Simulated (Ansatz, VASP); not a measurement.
BiO: VASP beside Ansatz

```
Bi O
1.0
     1.89944   -6.20489    0.00000
     1.89944    6.20489    0.00000
     0.00000    0.00000    3.28818
Bi O
2 2
Cartesian
  1.8994 -4.5217 0.8220
  1.8994 4.5217 2.4661
  1.8994 -2.1140 0.8220
  1.8994 2.1140 2.4661
```

Change from the starting cell: species swapped into the BaGe type (Cmcm, No. 63).

Alike in both runs: functional PBE; k mesh 5 × 5 × 5; occupations gaussian, width 0.2 eV; no spin polarisation.

Ansatz relaxed the structure, and its values are those at the end. VASP's run is a single point on that final structure, the one shown.

|  | VASP | Ansatz |
| --- | --- | --- |
| version | VASP 6.6.1 | Ansatz 0.2.0 |
| potentials or method | VASP PAW PBE potentials, release 64 (Bi_d, O), cutoff 600 eV | scalar-relativistic, plane waves, PAW |
| valence electrons in the cell | 42 | 42 |

```tsv
	VASP	Ansatz	Ansatz less VASP
gap on the k mesh at the Fermi level (eV)	none	none	-
pressure (GPa)	-0.1	-0.1	+0.06
rms of the force components (eV/Å)	0.006	0.014	+0.0084
```

A gap of «none» marks a metal or a gap that the smearing closes. The functional is the same, so the differences come from potentials, cutoffs and numerics.

The k mesh is coarse, so the values compare programs but aren't converged. Spin-orbit coupling is off throughout.
